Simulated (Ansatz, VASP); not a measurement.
PbS, level by level in two programs

```
Pb S
1.0
     2.07995   -5.99130    0.00000
     2.07995    5.99130    0.00000
     0.00000    0.00000    4.27932
Pb S
2 2
Direct
  0.13056 0.86944 0.25000
  0.86944 0.13056 0.75000
  0.35480 0.64520 0.25000
  0.64520 0.35480 0.75000
```

Single points on this cell with VASP 6.6.1 and Ansatz 0.2.0. Each row is one pair of runs. Alike in all rows: spin: off; k mesh: 7 × 7 × 6; VASP's potentials, cutoff: VASP PAW PBE potentials, release 64 (Pb_d, S), 520 eV; Ansatz's potentials, cutoff: Ansatz PAW, 420 eV.

| level | smearing | gap on the k mesh at the Fermi level (eV), VASP | gap on the k mesh at the Fermi level (eV), Ansatz | least direct gap on the mesh (eV), VASP | least direct gap on the mesh (eV), Ansatz | pressure (GPa), VASP | pressure (GPa), Ansatz |
| --- | --- | --- | --- | --- | --- | --- | --- |
| PBE | gaussian, width 0.013 eV | 1.26 | 1.25 | 1.43 | 1.43 | 1.0 | 1.1 |
| PBE | gaussian, width 0.014 eV | 1.26 | 1.25 | 1.43 | 1.43 | 1.0 | 1.1 |
| PBE | gaussian, width 0.015 eV | 1.26 | 1.25 | 1.43 | 1.43 | 1.0 | 1.1 |

Gap on the k mesh at the fermi level (eV): the two programs differ by at most 0.001; least direct gap on the mesh (eV): the two programs differ by at most 0.001; pressure (GPa): the two programs differ by at most 0.06.

Neither program's run includes spin-orbit coupling. Noted on Ansatz's runs: odd divisions of the mesh miss points on the zone boundary, where band edges often lie, so the gap on the mesh can be too wide.
